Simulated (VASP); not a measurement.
A run of VASP 6.6.1 is set up as follows.

Contents of POSCAR:

```
AlCu
1.0
    2.9975090000      0.0262282038      0.0000000000
    0.0262282038      2.9975090000      0.0000000000
    0.0000000000      0.0000000000      2.9975090000
Al Cu
1 1
Direct
    0.0000000000      0.0000000000      0.0000000000
    0.5000000000      0.5000000000      0.5000000000
```

The input INCAR.step1:

```
SYSTEM = AlCu
  PREC = Accurate
  ENCUT = 520
  ISMEAR = 0
  SIGMA = 0.15
  LREAL = .FALSE.
  LASPH = .TRUE.
  NELM = 100
  NBANDS = 14
  GGA = PE
  ALGO = Normal
  EDIFF = 1E-4
  LWAVE = .TRUE.
  LCHARG = .FALSE.
```

File INCAR.step2:

```
SYSTEM = AlCu
  PREC = Accurate
  ENCUT = 520
  EDIFF = 1E-6
  ISMEAR = 0
  SIGMA = 0.15
  LREAL = .FALSE.
  LASPH = .TRUE.
  NELM = 100
  ALGO = Normal
  ISIF = 2
  LWAVE = .FALSE.
  LCHARG = .FALSE.
  METAGGA = R2SCAN
  LMIXTAU = .TRUE.
  NBANDS = 14
  ISTART = 1
```

The input KPOINTS:

```
Automatic mesh
0
G
  16 16 16
  0 0 0
```

Potentials or basis: VASP PAW PBE potentials, release 64 (Al, Cu).

Launch:

```console
$ cat potpaw_PBE.64/Al/POTCAR potpaw_PBE.64/Cu/POTCAR > POTCAR
$ cp INCAR.step1 INCAR
$ mpirun -np 1 vasp_std > vasp.out
$ cp INCAR.step2 INCAR
$ mpirun -np 1 vasp_std > vasp.out
```

Problem. Estimate the pressure.

Solution. -4.8 GPa.

Problem. Estimate the band gap on the k mesh.

Solution. Zero (bands 7 and 8 overlap by 4.89 eV).

Stress tensor (GPa, compression positive):
```
-4.78 -0.63  0.00
-0.63 -4.78  0.00
 0.00  0.00 -4.89
```

Caveat: the cell differs from its parent crystal (strain +0.0175 x Voigt [0, 0, 0, 0, 0, 1]); the cell stands under tension; the PAW data sets were made with another functional, which shifts forces and pressure a little.
